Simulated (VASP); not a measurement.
Wanted: the native input for a VASP 6.6.1 run.

```
Task                   : single point
Functional             : PBE
Potentials or basis    : VASP PAW PBE potentials, release 64 (Be, Te)
Cutoff                 : 600 eV
k mesh                 : 11 × 11 × 11
Occupations            : fermi-dirac, width 0.03 eV
Spin                   : non-collinear spin, zero start, spin-orbit coupling
Starting moments       : [[0.0, 0.0, 0.0], [0.0, 0.0, 0.0]] μB
Dipole correction      : no
Further INCAR settings : ALGO = Normal; EDIFF = 1e-06; NBANDS = 20
```

The structure of BeTe lies in POSCAR:

```
BeTe
1.0
    0.0000000000      2.7700000000      2.7700000000
    2.7700000000      0.0000000000      2.7700000000
    2.7700000000      2.7700000000      0.0000000000
Be Te
1 1
Direct
    0.0000000000      0.0000000000      0.0000000000
    0.7500000000      0.7500000000      0.7500000000
```

One way to write it, as run:

INCAR

```
ALGO = Normal
EDIFF = 1E-6
ENCUT = 600
GGA = PE
GGA_COMPAT = False
ISIF = 2
ISMEAR = -1
LASPH = True
LCHARG = False
LORBIT = 11
LORBMOM = True
LREAL = False
LSORBIT = True
LWAVE = False
MAGMOM = 0 0 0 0 0 0
NBANDS = 20
NELM = 200
PREC = Accurate
SIGMA = 0.03
```

KPOINTS

```
k-points
0
Gamma
  11 11 11
```

Potentials or basis: VASP PAW PBE potentials, release 64 (Be, Te).

Launch:

```bash
$ cat potpaw_PBE.64/Be/POTCAR potpaw_PBE.64/Te/POTCAR > POTCAR
$ mpirun -np 1 vasp_ncl > vasp.out
```

Results of the run:

```
Pressure                                              : 4.5 GPa
Net moment                                            : 0.00 μB per cell
Valence electrons inside the program's atomic spheres : Be 1.00; Te 3.54
```

Run time: 100 s on 1 thread of Intel(R) Xeon(R) Platinum 8559C (Emerald Rapids), on a shared host, peak memory 0.38 GiB.
